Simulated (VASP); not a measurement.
The system is SrTiTe2.

```
Sr Ti Te
1.0
     2.08654    1.20466    7.34236
    -2.08654    1.20466    7.34236
     0.00000   -2.40933    7.34236
Sr Ti Te
1 1 2
Direct
  0.00000 0.00000 0.00000
  0.50000 0.50000 0.50000
  0.22200 0.22200 0.22200
  0.77800 0.77800 0.77800
```

- Program: VASP 6.6.1
- Task: relaxation of cell and atoms
- Functional: PBE
- Potentials or basis: VASP PAW PBE potentials, release 64 (Sr_sv, Ti_sv, Te)
- Cutoff: 600 eV
- k mesh: 6 × 6 × 6
- Occupations: gaussian, width 0.1 eV
- Spin: no spin polarisation

At the start: pressure 6.7 GPa; volume 27.68 Å³/atom.

Task: Where does the relaxation end?

Result: Over 9 steps the energy falls by 233.2 meV/atom and the volume is 28.79 Å³/atom (+4.0 %); space group R-3m (No. 166, to 0.1 Å) before and after.

The path:
| step | energy change (eV) | largest force (eV/Å) | pressure (GPa) | volume (Å³) |
| --- | --- | --- | --- | --- |
| 1 | 0.0000 | 2.9346 | 6.71 | 110.73 |
| 2 | -0.5706 | 0.8098 | -3.92 | 130.35 |
| 3 | -0.5997 | 1.1198 | -2.52 | 126.17 |
| 4 | -0.8095 | 0.7770 | -1.53 | 120.97 |
| 5 | -0.9272 | 0.0660 | 0.89 | 113.40 |
| 6 | -0.9284 | 0.1457 | 0.60 | 114.12 |
| 7 | -0.9283 | 0.1200 | 0.70 | 113.88 |
| 8 | -0.9323 | 0.0622 | -0.16 | 115.62 |
| 9 | -0.9328 | 0.0167 | 0.04 | 115.17 |

Final structure:
```
CELL_PARAMETERS angstrom
2.13758 1.23413 7.27593
-2.13758 1.23413 7.27593
0.00000 -2.46827 7.27593
ATOMIC_POSITIONS crystal
Sr 0.00000 0.00000 0.00000
Ti 0.50000 0.50000 0.50000
Te 0.23582 0.23582 0.23582
Te 0.76418 0.76418 0.76418
```
